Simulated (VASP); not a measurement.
# C (a cell with a defect) in VASP: a series of runs

C (a cell with a defect) is run at these levels: PBE; tasks: single point.

Everything below comes from runs of VASP 6.6.1. Logs are shortened: lines on timing, memory, paths and dates and some standing lists are left out, and cuts for length are marked.

### 1 The cell of the first run

The cell holds a defect, 15 atoms: a = 5.051 Å, b = 5.051 Å, c = 5.051 Å, α = 60.00°, β = 60.00°, γ = 60.00°.

### 2 Single point, PBE

Input file INCAR:

```
SYSTEM = C
PREC = Accurate
ENCUT = 520
EDIFF = 1E-6
ISMEAR = 0
SIGMA = 0.05
LREAL = Auto
LASPH = .True.
NELM = 100
ALGO = Normal
ISIF = 2
LWAVE = .False.
LCHARG = .False.
GGA = PE
NBANDS = 43
```

Input file KPOINTS:

```
regular mesh
0
Gamma
  6 6 6
  0 0 0
```

Input file POSCAR:

```
C
1.0
    3.5715485858      0.0000000000     -3.5715485858
    0.0000000000      3.5715485858     -3.5715485858
    3.5715485858      3.5715485858      0.0000000000
C
15
Direct
    0.2500000000      0.2500000000      0.2500000000
    0.2500000000      0.7500000000      0.7500000000
    0.2500000000      0.7500000000      0.2500000000
    0.7500000000      0.2500000000      0.7500000000
    0.7500000000      0.2500000000      0.2500000000
    0.7500000000      0.7500000000      0.7500000000
    0.7500000000      0.7500000000      0.2500000000
    0.1250000000      0.1250000000      0.1250000000
    0.1250000000      0.1250000000      0.6250000000
    0.1250000000      0.6250000000      0.1250000000
    0.1718750000      0.4843750000      0.6718750000
    0.6250000000      0.1250000000      0.1250000000
    0.6250000000      0.1250000000      0.6250000000
    0.6250000000      0.6250000000      0.1250000000
    0.6250000000      0.6250000000      0.6250000000
```

Potentials or basis: VASP PAW PBE potentials, release 64 (C).

On the command line:

```bash
> cat potpaw_PBE.64/C/POTCAR > POTCAR
> mpirun -np 1 vasp_std > vasp.out
```

OUTCAR:

```text
SYSTEM = C
   PREC = Accurate
   ENCUT = 520
   EDIFF = 1E-6
   ISMEAR = 0
   LREAL = Auto
   LASPH = .True.
   NELM = 100
   ISIF = 2
   GGA = PE

 ion  position               nearest neighbor table
   1  0.250  0.250  0.250-   8 1.55   9 1.55  10 1.55  12 1.55
   2  0.250  0.750  0.750-   9 1.55  10 1.55  15 1.55  11 1.82
   3  0.250  0.750  0.250-   8 1.55  10 1.55  14 1.55  11 1.82
   4  0.750  0.250  0.750-   9 1.55  12 1.55  13 1.55  15 1.55
   5  0.750  0.250  0.250-   8 1.55  12 1.55  13 1.55  14 1.55
   6  0.750  0.750  0.750-  13 1.55  14 1.55  15 1.55  11 1.82
   7  0.750  0.750  0.250-  10 1.55  12 1.55  14 1.55  15 1.55
   8  0.125  0.125  0.125-   1 1.55   3 1.55   5 1.55
   9  0.125  0.125  0.625-   1 1.55   2 1.55   4 1.55
  10  0.125  0.625  0.125-   1 1.55   2 1.55   3 1.55   7 1.55
  11  0.172  0.484  0.672-   6 1.82   3 1.82   2 1.82
  12  0.625  0.125  0.125-   1 1.55   4 1.55   5 1.55   7 1.55
  13  0.625  0.125  0.625-   4 1.55   5 1.55   6 1.55
  14  0.625  0.625  0.125-   3 1.55   5 1.55   6 1.55   7 1.55
  15  0.625  0.625  0.625-   2 1.55   4 1.55   6 1.55   7 1.55

  LATTYP: Found a face centered cubic cell.
 ALAT       =     7.1430971716

  Lattice vectors:

 A1 = (   3.5715485858,   0.0000000000,  -3.5715485858)
 A2 = (   0.0000000000,   3.5715485858,  -3.5715485858)
 A3 = (   3.5715485858,   3.5715485858,   0.0000000000)

Analysis of symmetry for initial positions (statically):
=====================================================================
 Subroutine PRICEL returns:
 Original cell was already a primitive cell.

 Routine SETGRP: Setting up the symmetry group for a
 face centered cubic supercell.

 Subroutine GETGRP returns: Found  6 space group operations
 (whereof  2 operations were pure point group operations)
 out of a pool of 48 trial point group operations.

The static configuration has the point symmetry C_1h.
 The point group associated with its full space group is C_3v.

Analysis of symmetry for dynamics (positions and initial velocities):
=====================================================================
 Subroutine PRICEL returns:
 Original cell was already a primitive cell.

 Routine SETGRP: Setting up the symmetry group for a
 face centered cubic supercell.

 Subroutine GETGRP returns: Found  6 space group operations
 (whereof  2 operations were pure point group operations)
 out of a pool of 48 trial point group operations.

The dynamic configuration has the point symmetry C_1h.
 The point group associated with its full space group is C_3v.

 Subroutine INISYM returns: Found  6 space group operations
 (whereof  2 operations are pure point group operations),
 and found     1 'primitive' translations

----------------------------------------------------------------------------------------

                                     Primitive cell

  volume of cell :      91.1171

  direct lattice vectors                    reciprocal lattice vectors
     3.571548586  0.000000000 -3.571548586     0.139995296 -0.139995296 -0.139995296
     0.000000000  3.571548586 -3.571548586    -0.139995296  0.139995296 -0.139995296
     3.571548586  3.571548586  0.000000000     0.139995296  0.139995296  0.139995296

  length of vectors
     5.050932449  5.050932449  5.050932449     0.242478965  0.242478965  0.242478965

  position of ions in fractional coordinates (direct lattice)
     0.250000000  0.250000000  0.250000000
     0.250000000  0.750000000  0.750000000
     0.250000000  0.750000000  0.250000000
     0.750000000  0.250000000  0.750000000
     0.750000000  0.250000000  0.250000000
     0.750000000  0.750000000  0.750000000
     0.750000000  0.750000000  0.250000000
     0.125000000  0.125000000  0.125000000
     0.125000000  0.125000000  0.625000000
     0.125000000  0.625000000  0.125000000
     0.171875000  0.484375000  0.671875000
     0.625000000  0.125000000  0.125000000
     0.625000000  0.125000000  0.625000000
     0.625000000  0.625000000  0.125000000
     0.625000000  0.625000000  0.625000000

  ion indices of the primitive-cell ions
   primitive index   ion index
                 1           1
                 2           2
                 3           3
                 4           4
                 5           5
                 6           6
                 7           7
                 8           8
                 9           9
                10          10
                11          11
                12          12
                13          13
                14          14
                15          15

----------------------------------------------------------------------------------------

 KPOINTS: regular mesh

Automatic generation of k-mesh.
 Grid dimensions read from file:
 generate k-points for:    6    6    6

 Generating k-lattice:

  Cartesian coordinates                     Fractional coordinates (reciprocal lattice)
     0.023332549 -0.023332549 -0.023332549     0.166666667  0.000000000  0.000000000
    -0.023332549  0.023332549 -0.023332549     0.000000000  0.166666667  0.000000000
     0.023332549  0.023332549  0.023332549     0.000000000  0.000000000  0.166666667

  Length of vectors
     0.040413161  0.040413161  0.040413161

  Shift w.r.t. Gamma in fractional coordinates (k-lattice)
     0.000000000  0.000000000  0.000000000

 Subroutine IBZKPT returns following result:
 ===========================================

 Found     32 irreducible k-points:

 Following reciprocal coordinates:
            Coordinates               Weight
  0.000000  0.000000  0.000000      1.000000
  0.166667  0.000000  0.000000      6.000000
  0.000000  0.166667  0.000000      2.000000
  0.333333  0.000000  0.000000      6.000000
  0.000000  0.333333  0.000000      2.000000
  0.500000  0.000000  0.000000      3.000000
[... 16 lines left out ...]
  0.333333  0.000000  0.500000     12.000000
 -0.333333  0.333333  0.000000      6.000000
 [... further k-points ...]
   k-points           NKPTS =     32   k-points in BZ     NKDIM =     32   number of bands    NBANDS=     43
   number of dos      NEDOS =    301   number of ions     NIONS =     15
   total plane-waves  NPLWV =  64000
   dimension x,y,z NGX =    40 NGY =   40 NGZ =   40
   dimension x,y,z NGXF=    80 NGYF=   80 NGZF=   80
   ions per type =              15
   NGX,Y,Z   is equivalent  to a cutoff of  13.17, 13.17, 13.17 a.u.
   NGXF,Y,Z  is equivalent  to a cutoff of  26.33, 26.33, 26.33 a.u.
 SYSTEM =  C
   PREC   = accura    normal or accurate (medium, high low for compatibility)
   ISTART =      0    job   : 0-new  1-cont  2-samecut
   ICHARG =      2    charge: 1-file 2-atom 10-const
   ISPIN  =      1    spin polarized calculation?
   LNONCOLLINEAR =      F non collinear calculations
   LSORBIT =      F    spin-orbit coupling
   LASPH  =      T    aspherical Exc in radial PAW
   ENCUT  =  520.0 eV  38.22 Ry    6.18 a.u.   9.39  9.39  9.39*2*pi/ulx,y,z
   NELM   =    100;   NELMIN=  2; NELMDL= -5     # of ELM steps
   EDIFF  = 0.1E-05   stopping-criterion for ELM
   LREAL  =      T    real-space projection
   EDIFFG = 0.1E-04   stopping-criterion for IOM
   NSW    =      0    number of steps for IOM
[... 5 lines left out ...]
   TEBEG  =    0.0;   TEEND  =   0.0 temperature during run
   PSTRESS=    0.0 pullay stress
   NELECT =      60.0000    total number of electrons
   NUPDOWN=      -1.0000    fix difference up-down
   EMIN   =  10.00;   EMAX   =-10.00  energy-range for DOS
   EFERMI =   0.00;   METHOD = LEGACY
   ISMEAR =     0;   SIGMA  =   0.05  broadening in eV -4-tet -1-fermi 0-gaus
   EFERMI_NEDOS =   21; number of points for ismear=-14 and -15
   IALGO  =     38    algorithm
   IMIX   =      4    mixing-type and parameters
     AMIX     =   0.40;   BMIX     =  1.00
     AMIX_MAG =   1.60;   BMIX_MAG =  1.00
  volume/ion in A,a.u.               =       6.07        40.99
  Fermi-wavevector in a.u.,A,eV,Ry     =   1.424269  2.691478 27.599992  2.028542
  Thomas-Fermi vector in A             =   2.544778
   LORBIT       =      0    0 simple, 1 ext, 2 COOP (PROOUT), +10 PAW based schemes
   GGA     = PE    functional components
   LHFCALC =     F    Hartree Fock is set to
   AEXX    =    0.0000 exact exchange contribution
   IVDW    =     0    specifies the selected vdW correction
   LEPSILON=     F    determine dielectric tensor
   LRPA    =     F    only Hartree local field effects (RPA)
 non-spin polarized calculation
 Gauss-broadening in eV      SIGMA  =   0.05
  energy-cutoff  :      520.00
  volume of cell :       91.12
 maximum number of plane-waves:      2475
 NGX is ok and might be reduce to    40
   NGX = 19   NGY = 19   NGZ = 19

 number of electron      59.9999996 magnetization

 Free energy of the ion-electron system (eV)
  ---------------------------------------------------
  ext. energy  EPLUGINS =         0.00000000
  ---------------------------------------------------
  free energy    TOTEN  =      -127.58666749 eV

  energy without entropy =     -127.58445500  energy(sigma->0) =     -127.58556125

 E-fermi :   9.1856     XC(G=0): -12.9849

 val. band max:        9.1829923774   @ k =   0.0000  -0.3333   0.1667
 cond. band min:       9.2030378631   @ k =   0.0000   0.5000   0.3333
 fundamental gap:      0.0200454858
 Fermi energy:         9.1855641335

 k-point     1 :       0.0000    0.0000    0.0000
  band No.  band energies     occupation
      1     -12.0062      2.00000
      2      -6.6150      2.00000
      3      -6.6150      2.00000
      4      -6.3850      2.00000
      5      -5.5249      2.00000
      6      -4.2962      2.00000
[... 1069 lines left out ...]
     41      17.7337      0.00000
     42      18.0410      0.00000

 [... further k-points ...]

 [bands above 42 left out]

------------------------ aborting loop because EDIFF is reached ----------------------------------------

  FORCE on cell =-STRESS in cart. coord.  units (eV):
  Direction    XX          YY          ZZ          XY          YZ          ZX
  --------------------------------------------------------------------------------------
  -------------------------------------------------------------------------------------
  Total       -6.0192474     -6.0192474     -6.0192474      7.8520278      7.8520278     -7.8520278
  in kB     -105.8407952   -105.8407952   -105.8407952    138.0679033    138.0679033   -138.0679033
  external PRESSURE =    -105.8407952 kB  Pullay stress =       0.0000000 kB

 VOLUME and BASIS-vectors are now :
 -----------------------------------------------------------------------------
  energy-cutoff  :      520.00
  volume of cell :       91.12
      direct lattice vectors                 reciprocal lattice vectors
     3.571548586  0.000000000 -3.571548586     0.139995296 -0.139995296 -0.139995296
     0.000000000  3.571548586 -3.571548586    -0.139995296  0.139995296 -0.139995296
     3.571548586  3.571548586  0.000000000     0.139995296  0.139995296  0.139995296

 POSITION                                       TOTAL-FORCE (eV/Angst)
 -----------------------------------------------------------------------------------
      1.78577      1.78577     -1.78577        -0.116095      0.116095     -0.560876
      3.57155      5.35732     -3.57155         2.402387      0.238830     -0.238830
      1.78577      3.57155     -3.57155        -0.238830     -2.402387     -0.238830
      5.35732      3.57155     -3.57155        -0.116095      0.560876     -0.116095
      3.57155      1.78577     -3.57155        -0.560876      0.116095     -0.116095
      5.35732      5.35732     -5.35732        -0.238830      0.238830      2.402387
      3.57155      3.57155     -5.35732        -0.027114      0.027114     -0.027114
      0.89289      0.89289     -0.89289         1.962851      2.781704      1.962851
      2.67866      2.67866     -0.89289        -2.781704     -1.962851      1.962851
      0.89289      2.67866     -2.67866         0.029668     -0.029668     -0.100758
      3.01349      4.12960     -2.34383        -2.303583      2.303583     -2.303583
      2.67866      0.89289     -2.67866         0.096460     -0.096460      0.096460
      4.46444      2.67866     -2.67866         1.962851     -1.962851     -2.781704
      2.67866      2.67866     -4.46444        -0.100758     -0.029668      0.029668
      4.46444      4.46444     -4.46444         0.029668      0.100758      0.029668
 -----------------------------------------------------------------------------------
    total drift:                               -0.000526      0.000526     -0.000526

  FREE ENERGIE OF THE ION-ELECTRON SYSTEM (eV)
  ---------------------------------------------------
  free  energy   TOTEN  =      -127.5866674884 eV

  energy  without entropy=     -127.5844550047  energy(sigma->0) =     -127.58556125
```

It took 8.8 min on 1 thread of Intel Xeon 8259CL, shared host; peak memory 0.26 GiB.

What came out:

```
Free energy            : -127.5867 eV
Pressure               : -10.6 GPa
Largest force          : 3.990 eV/Å
Band gap on the k mesh : zero (bands 30 and 31 overlap by 2.90 eV)
```

Forces in eV/Å, atoms in the order of the input:
```
C   -0.116  0.116 -0.561
C    2.402  0.239 -0.239
C   -0.239 -2.402 -0.239
C   -0.116  0.561 -0.116
C   -0.561  0.116 -0.116
C   -0.239  0.239  2.402
C   -0.027  0.027 -0.027
C    1.963  2.782  1.963
C   -2.782 -1.963  1.963
C    0.030 -0.030 -0.101
C   -2.304  2.304 -2.304
C    0.096 -0.096  0.096
C    1.963 -1.963 -2.782
C   -0.101 -0.030  0.030
C    0.030  0.101  0.030
```

Stress tensor (GPa, compression positive):
```
-10.58  13.81 -13.81
 13.81 -10.58  13.81
-13.81  13.81 -10.58
```

Caveat: the cell differs from its parent crystal (atoms taken out, atom 11 moved 0.375 of the way to it and +0.000 Å across, host rigid).

### 3 Single point, PBE

Input file INCAR:

```
SYSTEM = C
  ALGO = Normal
  EDIFF = 1E-7
  ENCUT = 520
  GGA = PE
  ISIF = 2
  ISMEAR = 0
  LASPH = .True.
  LCHARG = .False.
  LREAL = Auto
  LWAVE = .False.
  NBANDS = 43
  NELM = 100
  PREC = Accurate
  SIGMA = 0.05
```

Input file KPOINTS:

```
k-points
0
Gamma
  6 6 6
  0 0 0
```

POSCAR, as its differences from that of step 2:

```diff
@@ -18,3 +18,3 @@
     0.1250000000      0.6250000000      0.1250000000
-    0.1718750000      0.4843750000      0.6718750000
+    0.1562500000      0.5312500000      0.6562500000
     0.6250000000      0.1250000000      0.1250000000
```

Potentials or basis: VASP PAW PBE potentials, release 64 (C).

On the command line:

```bash
> cat potpaw_PBE.64/C/POTCAR > POTCAR
> mpirun -np 1 vasp_std > vasp.out
```

Wall time 9.7 min (1 thread of Intel Xeon 8259CL, shared host); peak memory 0.26 GiB.

Results (log left out):

```
Free energy            : -128.5869 eV
Pressure               : -9.2 GPa
Largest force          : 5.960 eV/Å
Band gap on the k mesh : zero (bands 30 and 31 overlap by 2.43 eV)
```

Forces in eV/Å, atoms in the order of the input:
```
C   -0.093  0.093 -0.759
C    1.810 -0.318  0.318
C    0.318 -1.810  0.318
C   -0.093  0.759 -0.093
C   -0.759  0.093 -0.093
C    0.318 -0.318  1.810
C   -0.009  0.009 -0.009
C    2.328  2.560  2.328
C   -2.560 -2.328  2.328
C   -0.015  0.015 -0.212
C   -3.441  3.441 -3.441
C    0.095 -0.095  0.095
C    2.328 -2.328 -2.560
C   -0.212  0.015 -0.015
C   -0.015  0.212 -0.015
```

Stress tensor (GPa, compression positive):
```
-9.23  9.08 -9.08
 9.08 -9.23  9.08
-9.08  9.08 -9.23
```

Levels at points of the mesh, in eV from the Fermi level:
```csv
k point,band 27,band 28,band 29,band 30,band 31,band 32,band 33,band 34
"(0.00, 0.00, 0.00)",-1.56,-1.56,-1.51,2.16,2.24,2.24,3.98,3.98
"(0.50, 0.00, 0.00)",-3.32,-2.36,-2.23,-2.20,1.58,1.60,4.95,5.18
"(0.00, 0.50, 0.00)",-4.02,-1.84,-1.46,-1.46,0.67,0.67,5.80,5.80
"(0.50, 0.50, 0.00)",-3.70,-3.54,-2.54,-1.90,0.01,1.01,4.16,4.42
```

Caveat: the cell differs from its parent crystal (atoms taken out, atom 11 moved 0.250 of the way to it and +0.000 Å across, host rigid).

The gap in the log of VASP goes by the Fermi energy; the results here count the filled bands.